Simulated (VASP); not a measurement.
Wanted: the native input for a VASP 6.6.1 run.

| Quantity | Value |
| --- | --- |
| Task | single point |
| Functional | PBE |
| Potentials or basis | VASP PAW PBE potentials, release 64 (K_sv, Cl) |
| Cutoff | 520 eV |
| k mesh | 8 × 8 × 8 |
| Occupations | fermi-dirac, width 0.02 eV |
| Spin | no spin polarisation |
| Dipole correction | no |
| Further INCAR settings | ALGO = Normal; EDIFF = 1e-06; NBANDS = 15 |

The structure of KCl lies in POSCAR:

```
KCl
1.0
    3.5652625019      0.0000000000      0.0000000000
    0.0000000000      3.5652625019      0.0000000000
    0.0000000000      0.0000000000      3.8466665134
K Cl
1 1
Direct
    0.0000000000      0.0000000000      0.0000000000
    0.5000000000      0.5000000000      0.5000000000
```

This cell differs from its parent crystal: epitaxial xy strain -5.5%.

The input as run:

INCAR

```
PREC = Accurate
ENCUT = 520
EDIFF = 1E-6
ISMEAR = -1
SIGMA = 0.02
LREAL = F
LASPH = T
NELM = 100
ALGO = Normal
ISIF = 2
LWAVE = F
LCHARG = T
GGA = PE
LELF = T
LVHAR = T
NBANDS = 15
```

KPOINTS

```
regular mesh
0
Gamma
  8 8 8
```

Potentials or basis: VASP PAW PBE potentials, release 64 (K_sv, Cl).

Command:

```console
$ cat potpaw_PBE.64/K_sv/POTCAR potpaw_PBE.64/Cl/POTCAR > POTCAR
$ mpirun -np 1 vasp_std > vasp.out
```

Results of the run:

- Pressure: 3.8 GPa
- Band gap on the k mesh: 5.19 eV, indirect (least direct gap 5.41 eV)

Caveat: the cell differs from its parent crystal (epitaxial xy strain -5.5%).

Wall time 24 s on 1 thread of Intel(R) Xeon(R) 6975P-C (Granite Rapids), on a shared host, peak memory 0.19 GiB.
